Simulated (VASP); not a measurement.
A run of VASP 6.6.1 is set up as follows.

Contents of INCAR:

```
PREC = Accurate
ENCUT = 910
EDIFF = 1E-7
ISMEAR = 0
SIGMA = 0.1
LREAL = False
LASPH = True
NELM = 120
ALGO = Normal
ISIF = 3
LWAVE = False
LCHARG = False
GGA = PE
IBRION = 2
NSW = 90
EDIFFG = -0.04
GGA_COMPAT = False
NELMIN = 4
```

KPOINTS

```
regular mesh
0
Gamma
  6 6 6
```

POSCAR

```
MoH5
1.0
    3.7043419300      0.0000000000      0.0000000000
    0.0000000000      3.7043419300      0.0000000000
    0.0000000000      0.0000000000      2.5270501500
H Mo
5 1
Direct
    0.3701097700      0.5000000000      0.0000000000
    0.6298902300      0.5000000000      0.0000000000
    0.5000000000      0.3701097700      0.0000000000
    0.5000000000      0.6298902300      0.0000000000
    0.0000000000      0.0000000000      0.0000000000
    0.0000000000      0.0000000000      0.5000000000
```

Potentials or basis: VASP PAW PBE potentials, release 64 (H_h, Mo_sv).

The run is started by

```bash
$ cat potpaw_PBE.64/H_h/POTCAR potpaw_PBE.64/Mo_sv/POTCAR > POTCAR
$ mpirun -np 1 vasp_std > vasp.out
```

Question: Predict the relaxed cell.

Answer: a = 3.289 Å, b = 3.289 Å, c = 3.342 Å, α = 90.00°, β = 90.00°, γ = 90.00°.

Question: Predict the relaxed volume.

Answer: 6.03 Å³/atom.

Question: What does it give for the band gap on the k mesh?

Answer: Zero (an odd number of electrons rules out a gap without spin polarisation).

Question: What does it give for the space group after relaxing (to 0.1 Å)?

Answer: P4/mmm (No. 123).

Stress tensor (GPa, compression positive):
```
-0.14  0.00  0.00
 0.00 -0.14  0.00
 0.00  0.00 -0.56
```

Caveat: the k points lie up to 0.32 Å⁻¹ apart in the final cell, too coarse for converged energies and pressures of a metal; a cell axis changed by over 15 % at a fixed basis, so the end point is rough.
